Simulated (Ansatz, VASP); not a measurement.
Sc: VASP beside Ansatz

POSCAR

```
Sc
1.0
    1.6119980000      2.7920610000      0.0000000000
   -1.6119980000      2.7920610000      0.0000000000
    0.0000000000      0.0000000000      5.1104830000
Sc
2
Direct
    0.3333000000      0.3334000000      0.2500000000
    0.6666000000      0.6667000000      0.7500000000
```

INCAR.step1

```
PREC = Accurate ; ENCUT = 520
ISMEAR = -1 ; SIGMA = 0.1
LREAL = F ; LASPH = T
NELM = 60 ; NBANDS = 18
GGA = PE ; ALGO = Normal
EDIFF = 1E-4 ; LWAVE = T
LCHARG = F
```

Contents of INCAR.step2:

```
PREC = Accurate ; ENCUT = 520
EDIFF = 1E-6 ; ISMEAR = -1
SIGMA = 0.1 ; LREAL = F
LASPH = T ; NELM = 60
ALGO = Normal ; ISIF = 2
LWAVE = F ; LCHARG = F
METAGGA = R2SCAN ; LMIXTAU = T
NBANDS = 18 ; ISTART = 1
```

Contents of KPOINTS:

```
Automatic mesh
0
Gamma
  12 12 7
```

Input for Ansatz:

```yaml
crystal:
  lattice:
    - [1.611998, 2.792061, 0.0]
    - [-1.611998, 2.792061, 0.0]
    - [0.0, 0.0, 5.110483]
  atoms:
    - { symbol: Sc, position: [0.3333, 0.3334, 0.25] }
    - { symbol: Sc, position: [0.6666, 0.6667, 0.75] }
  symmetry: { tolerance: 0.0003 }
kpoints:
  mp_grid: { grid: [12, 12, 7], shift: [0, 0, 0] }
  band_path:
    path:
      - [0.0, 0.0, 0.0]
      - [0.49999997, -1.3e-07, 0.0]
      - [0.66666654, 0.33333314, 0.0]
      - [0.0, 0.0, 0.0]
      - [0.0, 0.0, 0.5]
      - [0.49999997, -1.3e-07, 0.5]
      - [0.66666654, 0.33333314, 0.5]
      - [0.0, 0.0, 0.5]
      - [0.49999997, -1.3e-07, 0.5]
      - [0.49999997, -1.3e-07, 0.0]
      - [0.66666654, 0.33333314, 0.5]
    npoints: 6
magnetization:
  spin_polarized: false
scf:
  occupations: { method: fermi_dirac }
  lower_state_search: "off"
  max_iter: 200
hamiltonian:
  pseudopotentials: { kind: paw }
  xc: r2scan
basis:
  ecutwfc: 500
  fft_grid_basis: typed
output:
  forces: true
  stress: true
  eigenvalues: true
  bader: true
  populations: true
  elf: true
  write_potential: true
  volumetric_format: npy
  dos:
    e_range: [-12, 8]
    de: 0.05
    projected: { site_lists: { Sc: [Sc] } }
checkpoint:
  read: saved_state
```

Alike in both runs: task single point; functional r2SCAN; k mesh 12 × 12 × 7; no spin polarisation.

```csv
,VASP,Ansatz
version,VASP 6.6.1,Ansatz 0.2.0
potentials or method,"VASP PAW PBE potentials, release 64 (Sc_sv), cutoff 520 eV",PAW plane waves
occupations,"fermi-dirac, width 0.1 eV",fermi-dirac
valence electrons in the cell,22,22
```

|  | VASP | Ansatz | Ansatz less VASP |
| --- | --- | --- | --- |
| pressure (GPa) | 5.5 | 5.3 | -0.25 |
| traceless stress, the component that is largest in VASP (GPa) | -1.07 | -1.06 | +0.010 |

VASP's potentials were made for PBE, not for r2SCAN. Ansatz's warnings: structure snapped to symmetry.
